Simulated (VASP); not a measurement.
# SiC (F-43m) in VASP: further runs

SiC is run at these levels: b88 exchange, pbe correlation; tasks: single point.

Everything below comes from runs of VASP 6.6.1. Logs are shortened: lines on timing, memory, paths and dates and some standing lists are left out, and cuts for length are marked.

## (1) The cell of the first run

The structure is cubic, space group F-43m (No. 216). The conventional cell has a = 4.358 Å, b = 4.358 Å, c = 4.358 Å, α = 90.00°, β = 90.00°, γ = 90.00°. Si (site symmetry -43m) has 4 C at 1.89 Å within 2.5 Å. C (site symmetry -43m) has 4 Si at 1.89 Å within 2.5 Å.

## (2) Single point, b88 exchange, pbe correlation

INCAR reads:

```
ALGO = Normal
EDIFF = 1E-6
ENCUT = 600
GGA = LIBXC
GGA_COMPAT = False
ISIF = 2
ISMEAR = -1
LASPH = True
LCHARG = False
LIBXC1 = GGA_X_B88
LIBXC2 = GGA_C_PBE
LREAL = False
LWAVE = False
NBANDS = 11
NELM = 120
PREC = Accurate
SIGMA = 0.05
```

KPOINTS reads:

```
k-points
0
Gamma
  10 10 10
```

POSCAR reads:

```
SiC
1.0
    0.0000000000      2.1790000000      2.1790000000
    2.1790000000      0.0000000000      2.1790000000
    2.1790000000      2.1790000000      0.0000000000
Si C
1 1
Direct
    0.0000000000      0.0000000000      0.0000000000
    0.7500000000      0.7500000000      0.7500000000
```

Potentials or basis: VASP PAW PBE potentials, release 64 (Si, C).

Command:

```bash
$ cat potpaw_PBE.64/Si/POTCAR potpaw_PBE.64/C/POTCAR > POTCAR
$ mpirun -np 1 vasp_std > vasp.out
```

OUTCAR:

```text
EDIFF = 1E-6
   ENCUT = 600
   GGA = LIBXC
   ISIF = 2
   ISMEAR = -1
   LASPH = True
   LREAL = False
   NELM = 120
   PREC = Accurate

 ion  position               nearest neighbor table
   1  0.000  0.000  0.000-   2 1.89   2 1.89   2 1.89   2 1.89
   2  0.750  0.750  0.750-   1 1.89   1 1.89   1 1.89   1 1.89

  LATTYP: Found a face centered cubic cell.
 ALAT       =     4.3580000000

  Lattice vectors:

 A1 = (   0.0000000000,   2.1790000000,   2.1790000000)
 A2 = (   2.1790000000,   0.0000000000,   2.1790000000)
 A3 = (   2.1790000000,   2.1790000000,   0.0000000000)

Analysis of symmetry for initial positions (statically):
=====================================================================
 Subroutine PRICEL returns:
 Original cell was already a primitive cell.

 Routine SETGRP: Setting up the symmetry group for a
 face centered cubic supercell.

 Subroutine GETGRP returns: Found 24 space group operations
 (whereof 24 operations were pure point group operations)
 out of a pool of 48 trial point group operations.

The static configuration has the point symmetry T_d .

Analysis of symmetry for dynamics (positions and initial velocities):
=====================================================================
 Subroutine PRICEL returns:
 Original cell was already a primitive cell.

 Routine SETGRP: Setting up the symmetry group for a
 face centered cubic supercell.

 Subroutine GETGRP returns: Found 24 space group operations
 (whereof 24 operations were pure point group operations)
 out of a pool of 48 trial point group operations.

The dynamic configuration has the point symmetry T_d .

 Subroutine INISYM returns: Found 24 space group operations
 (whereof 24 operations are pure point group operations),
 and found     1 'primitive' translations

----------------------------------------------------------------------------------------

                                     Primitive cell

  volume of cell :      20.6920

  direct lattice vectors                    reciprocal lattice vectors
     0.000000000  2.179000000  2.179000000    -0.229463056  0.229463056  0.229463056
     2.179000000  0.000000000  2.179000000     0.229463056 -0.229463056  0.229463056
     2.179000000  2.179000000  0.000000000     0.229463056  0.229463056 -0.229463056

  length of vectors
     3.081571352  3.081571352  3.081571352     0.397441672  0.397441672  0.397441672

  position of ions in fractional coordinates (direct lattice)
     0.000000000  0.000000000  0.000000000
     0.750000000  0.750000000  0.750000000

  ion indices of the primitive-cell ions
   primitive index   ion index
                 1           1
                 2           2

----------------------------------------------------------------------------------------

 KPOINTS: k-points

Automatic generation of k-mesh.
 Grid dimensions read from file:
 generate k-points for:   10   10   10

 Generating k-lattice:

  Cartesian coordinates                     Fractional coordinates (reciprocal lattice)
    -0.022946306  0.022946306  0.022946306     0.100000000  0.000000000  0.000000000
     0.022946306 -0.022946306  0.022946306     0.000000000  0.100000000  0.000000000
     0.022946306  0.022946306 -0.022946306     0.000000000  0.000000000  0.100000000

  Length of vectors
     0.039744167  0.039744167  0.039744167

  Shift w.r.t. Gamma in fractional coordinates (k-lattice)
     0.000000000  0.000000000  0.000000000

 Subroutine IBZKPT returns following result:
 ===========================================

 Found     47 irreducible k-points:

 Following reciprocal coordinates:
            Coordinates               Weight
  0.000000  0.000000  0.000000      1.000000
  0.100000  0.000000  0.000000      8.000000
  0.200000  0.000000  0.000000      8.000000
  0.300000  0.000000  0.000000      8.000000
  0.400000  0.000000  0.000000      8.000000
  0.500000  0.000000  0.000000      4.000000
[... 16 lines left out ...]
  0.300000  0.300000  0.000000      6.000000
  0.400000  0.300000  0.000000     24.000000
 [... further k-points ...]
   k-points           NKPTS =     47   k-points in BZ     NKDIM =     47   number of bands    NBANDS=     11
   number of dos      NEDOS =    301   number of ions     NIONS =      2
   total plane-waves  NPLWV =  21952
   dimension x,y,z NGX =    28 NGY =   28 NGZ =   28
   dimension x,y,z NGXF=    56 NGYF=   56 NGZF=   56
   ions per type =               1   1
   NGX,Y,Z   is equivalent  to a cutoff of  15.11, 15.11, 15.11 a.u.
   NGXF,Y,Z  is equivalent  to a cutoff of  30.21, 30.21, 30.21 a.u.
 SYSTEM =  unknown system
   PREC   = accura    normal or accurate (medium, high low for compatibility)
   ISTART =      0    job   : 0-new  1-cont  2-samecut
   ICHARG =      2    charge: 1-file 2-atom 10-const
   ISPIN  =      1    spin polarized calculation?
   LNONCOLLINEAR =      F non collinear calculations
   LSORBIT =      F    spin-orbit coupling
   LASPH  =      T    aspherical Exc in radial PAW
   ENCUT  =  600.0 eV  44.10 Ry    6.64 a.u.   6.15  6.15  6.15*2*pi/ulx,y,z
   NELM   =    120;   NELMIN=  2; NELMDL= -5     # of ELM steps
   EDIFF  = 0.1E-05   stopping-criterion for ELM
   LREAL  =      F    real-space projection
   EDIFFG = 0.1E-04   stopping-criterion for IOM
   NSW    =      0    number of steps for IOM
   IBRION =     -1    ionic relax: 0-MD 1-quasi-New 2-CG
   NFREE  =      0    steps in history (QN), initial steepest desc. (CG)
   ISIF   =      2    stress and relaxation
   ISYM   =      2    0-nonsym 1-usesym 2-fastsym
   POTIM  = 0.5000    time-step for ionic-motion
   TEBEG  =    0.0;   TEEND  =   0.0 temperature during run
   PSTRESS=    0.0 pullay stress
   NELECT =       8.0000    total number of electrons
   NUPDOWN=      -1.0000    fix difference up-down
   EMIN   =  10.00;   EMAX   =-10.00  energy-range for DOS
   EFERMI =   0.00;   METHOD = LEGACY
   ISMEAR =    -1;   SIGMA  =   0.05  broadening in eV -4-tet -1-fermi 0-gaus
   EFERMI_NEDOS =   21; number of points for ismear=-14 and -15
   IALGO  =     38    algorithm
   IMIX   =      4    mixing-type and parameters
     AMIX     =   0.40;   BMIX     =  1.00
     AMIX_MAG =   1.60;   BMIX_MAG =  1.00
  volume/ion in A,a.u.               =      10.35        69.82
  Fermi-wavevector in a.u.,A,eV,Ry     =   1.192626  2.253736 19.352338  1.422357
  Thomas-Fermi vector in A             =   2.328660
   LORBIT       =      0    0 simple, 1 ext, 2 COOP (PROOUT), +10 PAW based schemes
   GGA     = LIBXC    functional components
   LHFCALC =     F    Hartree Fock is set to
   AEXX    =    0.0000 exact exchange contribution
   IVDW    =     0    specifies the selected vdW correction
   LEPSILON=     F    determine dielectric tensor
   LRPA    =     F    only Hartree local field effects (RPA)
 non-spin polarized calculation
  energy-cutoff  :      600.00
  volume of cell :       20.69
 maximum number of plane-waves:       701
 NGX is ok and might be reduce to    28
   NGX = 13   NGY = 13   NGZ = 13

 number of electron       8.0000000 magnetization

 Free energy of the ion-electron system (eV)
  ---------------------------------------------------
  ext. energy  EPLUGINS =         0.00000000
  ---------------------------------------------------
  free energy    TOTEN  =       -14.85982378 eV

  energy without entropy =      -14.85982377  energy(sigma->0) =      -14.85982378

 E-fermi :   8.7837     XC(G=0): -11.3781

 val. band max:        8.0824280840   @ k =   0.0000   0.0000   0.0000
 cond. band min:       9.4464330993   @ k =   0.5000   0.5000   0.0000
 fundamental gap:      1.3640050153
 Fermi energy:         8.7837064972

 k-point     1 :       0.0000    0.0000    0.0000
  band No.  band energies     occupation
      1      -7.3167      2.00000
      2       8.0824      2.00000
      3       8.0824      2.00000
      4       8.0824      2.00000
      5      14.3077      0.00000
      6      15.4006      0.00000
      7      15.4006      0.00000
      8      15.4006      0.00000
      9      22.5981      0.00000
     10      22.5981      0.00000
     11      24.5687      0.00000

 k-point     2 :       0.1000    0.0000    0.0000
  band No.  band energies     occupation
      1      -7.1215      2.00000
      2       7.0747      2.00000
      3       7.9491      2.00000
      4       7.9491      2.00000
      5      14.5735      0.00000
      6      15.6435      0.00000
      7      15.6435      0.00000
      8      15.6706      0.00000
      9      21.6508      0.00000
     10      21.6508      0.00000
     11      24.3662      0.00000

 k-point     3 :       0.2000    0.0000    0.0000
  band No.  band energies     occupation
      1      -6.5445      2.00000
      2       4.9570      2.00000
      3       7.6430      2.00000
      4       7.6430      2.00000
      5      14.2890      0.00000
      6      16.0021      0.00000
      7      16.0021      0.00000
      8      16.8672      0.00000
      9      20.9866      0.00000
     10      20.9866      0.00000
     11      23.4783      0.00000

 k-point     4 :       0.3000    0.0000    0.0000
  band No.  band energies     occupation
      1      -5.6217      2.00000
      2       2.6468      2.00000
      3       7.3276      2.00000
      4       7.3276      2.00000
      5      13.8802      0.00000
      6      15.8641      0.00000
      7      15.8641      0.00000
      8      17.8415      0.00000
      9      21.8067      0.00000
     10      21.8067      0.00000
     11      23.2130      0.00000

 k-point     5 :       0.4000    0.0000    0.0000
  band No.  band energies     occupation
      1      -4.4811      2.00000
      2       0.5960      2.00000
      3       7.1092      2.00000
      4       7.1092      2.00000
      5      13.6094      0.00000
      6      15.4867      0.00000
      7      15.4867      0.00000
      8      18.1342      0.00000
      9      23.7323      0.00000
     10      23.7323      0.00000
     11      23.8063      0.00000
[... 211 lines left out ...]
 k-point    21 :      -0.3000    0.2000    0.0000
  band No.  band energies     occupation
      1      -4.2550      2.00000
      2       1.6754      2.00000
      3       4.2794      2.00000
      4       6.9148      2.00000
      5      13.6821      0.00000
      6      16.3347      0.00000
      7      16.8456      0.00000
      8      18.3762      0.00000
      9      20.8225      0.00000
     10      23.5388      0.00000
     11      27.1480      0.00000

 k-point    22 :      -0.2000    0.2000    0.0000
  band No.  band energies     occupation
      1      -5.3121      2.00000
      2       3.2847      2.00000
      3       4.8712      2.00000
      4       7.4367      2.00000
      5      14.6537      0.00000
      6      16.0861      0.00000
      7      16.4706      0.00000
      8      17.2485      0.00000
      9      19.6171      0.00000
     10      23.5068      0.00000
     11      27.2456      0.00000

 k-point    23 :       0.3000    0.3000    0.0000
  band No.  band energies     occupation
      1      -5.0465      2.00000
      2       3.7257      2.00000
      3       5.7240      2.00000
      4       5.7240      2.00000
      5      11.2593      0.00000
      6      13.7053      0.00000
      7      19.6207      0.00000
      8      19.6207      0.00000
      9      20.4894      0.00000
     10      25.1820      0.00000
     11      29.7670      0.00000

 k-point    24 :       0.4000    0.3000    0.0000
  band No.  band energies     occupation
      1      -4.1792      2.00000
      2       2.5056      2.00000
      3       4.9362      2.00000
      4       5.4619      2.00000
      5      10.9600      0.00000
      6      13.7163      0.00000
      7      19.7048      0.00000
      8      20.0184      0.00000
      9      21.8479      0.00000
     10      26.1660      0.00000
     11      29.3485      0.00000

 [... further k-points ...]

------------------------ aborting loop because EDIFF is reached ----------------------------------------

  FORCE on cell =-STRESS in cart. coord.  units (eV):
  Direction    XX          YY          ZZ          XY          YZ          ZX
  --------------------------------------------------------------------------------------
  -------------------------------------------------------------------------------------
  Total        0.4144477      0.4144477      0.4144477      0.0000000      0.0000000      0.0000000
  in kB       32.0906594     32.0906594     32.0906594      0.0000000      0.0000000      0.0000000
  external PRESSURE =      32.0906594 kB  Pullay stress =       0.0000000 kB

 VOLUME and BASIS-vectors are now :
 -----------------------------------------------------------------------------
  energy-cutoff  :      600.00
  volume of cell :       20.69
      direct lattice vectors                 reciprocal lattice vectors
     0.000000000  2.179000000  2.179000000    -0.229463056  0.229463056  0.229463056
     2.179000000  0.000000000  2.179000000     0.229463056 -0.229463056  0.229463056
     2.179000000  2.179000000  0.000000000     0.229463056  0.229463056 -0.229463056

 POSITION                                       TOTAL-FORCE (eV/Angst)
 -----------------------------------------------------------------------------------
      0.00000      0.00000      0.00000         0.000000      0.000000      0.000000
      3.26850      3.26850      3.26850        -0.000000     -0.000000     -0.000000
 -----------------------------------------------------------------------------------
    total drift:                                0.000000      0.000000      0.000000

  FREE ENERGIE OF THE ION-ELECTRON SYSTEM (eV)
  ---------------------------------------------------
  free  energy   TOTEN  =       -14.8598237840 eV

  energy  without entropy=      -14.8598237680  energy(sigma->0) =      -14.85982378
```

It took 21 s on 1 thread of Intel Xeon Platinum 8259CL at 2.50GHz (Skylake/Cascade Lake), shared host; peak memory 0.15 GiB.

Results:

```
Free energy            : -14.8598 eV
Pressure               : 3.2 GPa
Band gap on the k mesh : 1.36 eV (least direct gap 4.54 eV)
```

Caveat: the cell stands under pressure; the PAW data sets were made with another functional, which shifts forces and pressure a little. A k mesh can miss the band edges.

## (3) Single point, b88 exchange, pbe correlation

This run uses another cell than the first one, of 10.55 Å³/atom.

INCAR reads:

```
  ALGO = Normal
  EDIFF = 1E-6
  ENCUT = 600
  GGA = LIBXC
  GGA_COMPAT = F
  ISIF = 2
  ISMEAR = -1
  LASPH = T
  LCHARG = T
  LELF = T
  LIBXC1 = GGA_X_B88
  LIBXC2 = GGA_C_PBE
  LREAL = F
  LVHAR = T
  LWAVE = F
  NBANDS = 11
  NELM = 120
  PREC = Accurate
  SIGMA = 0.05
```

KPOINTS is that of step 2.

POSCAR reads:

```
SiC
1.0
    0.0000000000      2.1934308841      2.1934308841
    2.1934308841      0.0000000000      2.1934308841
    2.1934308841      2.1934308841      0.0000000000
Si C
1 1
Direct
    0.0000000000      0.0000000000      0.0000000000
    0.7500000000      0.7500000000      0.7500000000
```

Potentials or basis: VASP PAW PBE potentials, release 64 (Si, C).

Command:

```bash
$ cat potpaw_PBE.64/Si/POTCAR potpaw_PBE.64/C/POTCAR > POTCAR
$ mpirun -np 1 vasp_std > vasp.out
```

Wall time 27 s (1 thread of Intel Xeon Platinum 8259CL at 2.50GHz (Skylake/Cascade Lake), shared host); peak memory 0.15 GiB.

Results (log left out):

```
Free energy            : -14.8629 eV
Pressure               : -1.1 GPa
Band gap on the k mesh : 1.38 eV (least direct gap 4.52 eV)
```

Levels at points of the mesh, in eV from the valence-band top:
```
           k point  band 1  band 2  band 3  band 4  band 5  band 6  band 7  band 8  band 9
(0.00, 0.00, 0.00)  -15.24    0.00    0.00    0.00    5.99    7.18    7.18    7.18   14.40
(0.50, 0.00, 0.00)  -11.76   -8.42   -1.05   -1.05    5.26    7.16    7.16    9.95   15.96
(0.50, 0.50, 0.00)  -10.33   -7.72   -3.14   -3.14    1.38    4.26   13.80   13.80   14.52
```

Caveat: the PAW data sets were made with another functional, which shifts forces and pressure a little.

[end of part 1 of 2]
